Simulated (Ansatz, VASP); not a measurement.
## ScHBr2: VASP beside Ansatz

```
CELL_PARAMETERS angstrom
5.27223 0.00000 0.00000
0.00000 5.27223 0.00000
0.00000 0.00000 3.92907
ATOMIC_POSITIONS crystal
Sc 0.00000 0.00000 0.00000
H 0.00000 0.00000 0.50000
Br 0.50000 0.00000 0.00000
Br 0.00000 0.50000 0.00000
```

Alike in both runs: task single point; functional r2SCAN; k mesh 6 × 6 × 8; occupations gaussian, width 0.02 eV; no spin polarisation.

```csv
,VASP,Ansatz
version,VASP 6.6.1,Ansatz 0.2.0
potentials or method,"VASP PAW PBE potentials, release 64 (Sc_sv, H, Br), cutoff 520 eV","scalar-relativistic, plane waves, PAW"
valence electrons in the cell,26,26
```

VASP gave:

| Property | Result |
| --- | --- |
| gap on the k mesh at the Fermi level (eV) | 2.17 |
| least direct gap on the mesh (eV) | 2.17 |
| pressure (GPa) | -0.6 |
| traceless stress, the component that is largest in VASP (GPa) | -0.18 |

Which values does Ansatz return?

gap on the k mesh at the Fermi level (eV): 2.15; least direct gap on the mesh (eV): 2.15; pressure (GPa): -0.7; traceless stress, the component that is largest in VASP (GPa): -0.13.

VASP's potentials were made for PBE, not for r2SCAN. The functional is the same, so the differences come from potentials, cutoffs and numerics.
